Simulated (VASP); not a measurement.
Si: single point with PBE

Crystal: Si.

```
Si
1.0
     5.47009    5.47009   -5.47009
    -5.47009    5.47009    5.47009
     5.47009   -5.47009    5.47009
Si
32
Direct
  0.50000 0.75000 0.00000
  0.25000 0.75000 0.25000
  0.00000 0.75000 0.50000
  0.50000 0.00000 0.75000
  0.75000 0.75000 0.75000
  0.25000 0.00000 0.00000
  0.00000 0.00000 0.25000
  0.50000 0.25000 0.50000
  0.75000 0.00000 0.50000
  0.25000 0.25000 0.75000
  0.00000 0.25000 0.00000
  0.50000 0.50000 0.25000
  0.75000 0.25000 0.25000
  0.25000 0.50000 0.50000
  0.00000 0.50000 0.75000
  0.75000 0.50000 0.00000
  0.25000 0.50000 0.75000
  0.00000 0.50000 0.00000
  0.75000 0.50000 0.25000
  0.25000 0.75000 0.50000
  0.50000 0.50000 0.50000
  0.00000 0.75000 0.75000
  0.75000 0.75000 0.00000
  0.25000 0.00000 0.25000
  0.50000 0.75000 0.25000
  0.00000 0.00000 0.50000
  0.75000 0.00000 0.75000
  0.25000 0.25000 0.00000
  0.50000 0.00000 0.00000
  0.00000 0.25000 0.25000
  0.75000 0.25000 0.50000
  0.50000 0.25000 0.75000
```

- Program: VASP 6.6.1
- Task: single point
- Functional: PBE
- Potentials or basis: VASP PAW PBE potentials, release 64 (Si)
- Cutoff: 520 eV
- k mesh: 3 × 3 × 3
- Occupations: gaussian, width 0.01 eV
- Spin: no spin polarisation

```json
{
 "Pressure": "-0.1 GPa",
 "Band gap on the k mesh": "0.75 eV"
}
```

Levels at points of the mesh, in eV from the valence-band top:
```csv
k point,band 62,band 63,band 64,band 65,band 66,band 67
"(0.00, 0.00, 0.00)",0.00,0.00,0.00,0.75,0.75,0.75
```

It took 14 min on 1 thread of Intel Xeon 8259CL, with other jobs on the host, peak memory 0.71 GiB.

Caveat: an odd mesh through Γ misses points on the zone boundary, where band edges can lie.
